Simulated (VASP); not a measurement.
GaAs (r.bp), 2 atoms in the cell. Symmetry: F-43m, No. 216, cubic system. The conventional cell has a = 5.645 Å, b = 5.645 Å, c = 5.645 Å, α = 90.00°, β = 90.00°, γ = 90.00°. Within 3.2 Å of Ga (site symmetry -43m) lie 4 As at 2.44 Å. As (site symmetry -43m) has 4 Ga at 2.44 Å within 3.2 Å. 

- Program: VASP 6.6.1
- Task: single point
- Functional: PBEsol
- Potentials or basis: VASP PAW PBE potentials, release 64 (Ga_d, As)
- Cutoff: 500 eV
- k mesh: 8 × 8 × 8
- Occupations: gaussian, width 0.02 eV
- Spin: no spin polarisation
- Dipole correction: no
- Further INCAR settings: ALGO = Normal; EDIFF = 1e-06; NBANDS = 16

Potentials or basis: VASP PAW PBE potentials, release 64 (Ga_d, As).

The run is started by

```bash
$ cat potpaw_PBE.64/Ga_d/POTCAR potpaw_PBE.64/As/POTCAR > POTCAR
$ mpirun -np 1 vasp_std > vasp.out
```

Hardware: 1 thread of AMD EPYC 9R14 (Zen 4), with other jobs on the host.

**Question.** How long does it take, and how much memory?

**Answer.** It took 25 s on 1 thread of AMD EPYC 9R14 (Zen 4) (shared host), peak memory 0.14 GiB. Counts: scf iterations 12, k points 29.
